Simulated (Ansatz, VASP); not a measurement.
**Two plane-wave programs on Be**

The input INCAR:

```
ALGO     = Normal         # electronic algorithm
EDIFF    = 1E-8           # SCF threshold, eV
ENCUT    = 520            # plane-wave cutoff, eV
GGA      = PS             # functional
ISIF     = 2              # what is computed and relaxed
ISMEAR   = -1             # smearing method
LASPH    = T              # aspherical terms in the spheres
LCHARG   = F              # write CHGCAR
LEFG     = T            
LREAL    = F              # projectors in reciprocal space
LWAVE    = F              # write WAVECAR
NBANDS   = 9              # bands
NELM     = 100            # most SCF steps
PREC     = Accurate       # precision mode
SIGMA    = 0.05           # smearing width, eV
```

File KPOINTS:

```
k-points
0
Gamma
  21 21 11
```

POSCAR

```
Be
1.0
    2.2419044970      0.0000000000      0.0000000000
   -1.1209522485      1.9415462472      0.0000000000
    0.0000000000      0.0000000000      3.5379979465
Be
2
Direct
    0.3333333333      0.6666666667      0.7500000000
    0.6666666667      0.3333333333      0.2500000000
```

Input for Ansatz:

```yaml
crystal:
  lattice:
    - [2.241904497, 0.0, 0.0]
    - [-1.1209522485, 1.9415462472, 0.0]
    - [0.0, 0.0, 3.5379979465]
  atoms:
    - { symbol: Be, position: [0.3333333333, 0.6666666667, 0.75] }
    - { symbol: Be, position: [0.6666666667, 0.3333333333, 0.25] }
kpoints:
  mp_grid: { grid: [21, 21, 11] }
scf:
  occupations: { method: fermi_dirac, width: 0.05 }
hamiltonian:
  xc: pbesol
  pseudopotentials: { kind: paw }
output:
  forces: true
  stress: true
  eigenvalues: true
  efg: { contact_densities: true }
```

Change from the starting cell: volume scaled by 0.97, PAW files.

Alike in both runs: task electric field gradients; functional PBEsol; k mesh 21 × 21 × 11; occupations fermi-dirac, width 0.05 eV; no spin polarisation.

|  | VASP | Ansatz |
| --- | --- | --- |
| version | VASP 6.6.1 | Ansatz 0.2.0 |
| potentials or method | VASP PAW PBE potentials, release 64 (Be) | PAW with Ansatz's default frozen-core files, scalar-relativistic |
| plane-wave cutoff (eV) | 520 | 420 |
| valence electrons in the cell | 4 | 4 |

|  | VASP | Ansatz | Ansatz less VASP |
| --- | --- | --- | --- |
| pressure (GPa) | 2.6 | 2.2 | -0.40 |
| traceless stress, the component that is largest in VASP (GPa) | 0.17 | 0.12 | -0.051 |
| size of Vzz on the site where it differs most (V/Å²) | 0.6 | 0.3 | -0.23 |

VASP's potentials were made for PBE, not for PBEsol.
